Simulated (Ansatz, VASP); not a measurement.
# SnTe in VASP and in Ansatz

Contents of INCAR:

```
PREC = Accurate
ENCUT = 520
EDIFF = 1E-6
ISMEAR = -1
SIGMA = 0.05
LREAL = False
LASPH = True
NELM = 60
ALGO = Normal
ISIF = 2
LWAVE = False
LCHARG = True
GGA = PS
LELF = True
LVHAR = True
NBANDS = 17
```

File KPOINTS:

```
Automatic mesh
0
Gamma
  7 7 7
```

File POSCAR:

```
SnTe
1.0
   -0.0630170000      3.1508500000      3.1508500000
    3.1508500000     -0.0630170000      3.1508500000
    3.0878330000      3.0878330000      0.0000000000
Te Sn
1 1
Direct
    0.5000000000      0.5000000000      0.5000000000
    0.0000000000      0.0000000000      0.0000000000
```

The input input.yaml:

```yaml
crystal:
  lattice:
    - [-0.063017, 3.15085, 3.15085]
    - [3.15085, -0.063017, 3.15085]
    - [3.087833, 3.087833, 0.0]
  atoms:
    - { symbol: Te, position: [0.5, 0.5, 0.5] }
    - { symbol: Sn, position: [0.0, 0.0, 0.0] }
kpoints:
  mp_grid: { grid: [7, 7, 7] }
  band_path:
    path:
      - [0.0, 0.0, 0.0]
      - [-0.37005, -0.37005, -0.7401]
      - [-0.49, -0.2501, -0.7401]
      - [-0.5, 0.0, -0.5]
      - [-0.25, 0.25, -0.5]
      - [0.0, 0.0, -0.5]
      - [0.37005, 0.37005, -0.2599]
      - [0.5, 0.5, 0.0]
    npoints: 8
scf:
  occupations: { method: fermi_dirac, width: 0.05 }
hamiltonian:
  xc: pbesol
  pseudopotentials: { kind: all_electron, lapw: { basis_error: 0.001 } }
output:
  forces: true
  stress: true
  eigenvalues: true
```

Change from the starting cell: strain_shear_xy = -0.04.

Alike in both runs: functional PBEsol; k mesh 7 × 7 × 7; occupations fermi-dirac, width 0.05 eV; no spin polarisation.

|  | VASP | Ansatz |
| --- | --- | --- |
| version | VASP 6.6.1 | Ansatz 0.2.0 |
| potentials or method | VASP PAW PBE potentials, release 64 (Te, Sn_d), cutoff 520 eV | all-electron LAPW, scalar-relativistic |
| task | single point | band structure |

|  | VASP | Ansatz | Ansatz less VASP |
| --- | --- | --- | --- |
| gap on the k mesh at the Fermi level (eV) | 0.43 | 0.43 | +0.002 |
| least direct gap on the mesh (eV) | 0.61 | 0.61 | +0.003 |
| pressure (GPa) | -0.4 | -0.4 | +0.03 |
| traceless stress, the component that is largest in VASP (GPa) | 0.68 | 0.68 | +0.001 |

VASP's potentials were made for PBE, not for PBEsol. Ansatz ran all-electron here, and VASP with PAW potentials.

Spin-orbit coupling is off throughout.
